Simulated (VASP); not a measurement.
Input of a VASP 6.6.1 run:

Contents of INCAR:

```
SYSTEM = BeSe
PREC = Accurate
ENCUT = 600
EDIFF = 1E-6
ISMEAR = 0
SIGMA = 0.02
LREAL = .FALSE.
LASPH = .TRUE.
NELM = 120
ALGO = Normal
ISIF = 2
LWAVE = .FALSE.
LCHARG = .TRUE.
GGA = PE
IVDW = 13
LELF = .TRUE.
LVHAR = .TRUE.
NBANDS = 11
GGA_COMPAT = .FALSE.
```

KPOINTS

```
regular mesh
0
G
  8 8 8
  0 0 0
```

The input POSCAR:

```
BeSe
1.0
    0.0000000000      2.5616375702      2.5616375702
    2.5616375702      0.0000000000      2.5616375702
    2.5616375702      2.5616375702      0.0000000000
Be Se
1 1
Direct
    0.0000000000      0.0000000000      0.0000000000
    0.2500000000      0.2500000000      0.2500000000
```

Potentials or basis: VASP PAW PBE potentials, release 64 (Be, Se).

The run is started by

```console
$ cat potpaw_PBE.64/Be/POTCAR potpaw_PBE.64/Se/POTCAR > POTCAR
$ mpirun -np 1 vasp_std > vasp.out
```

(1) What does it give for the dispersion energy per atom?

(2) Predict the band gap on the k mesh.

(3) Predict the pressure.

## Answers

(1) -0.279 eV.

(2) 2.59 eV, indirect (least direct gap 4.46 eV).

(3) 0.2 GPa.
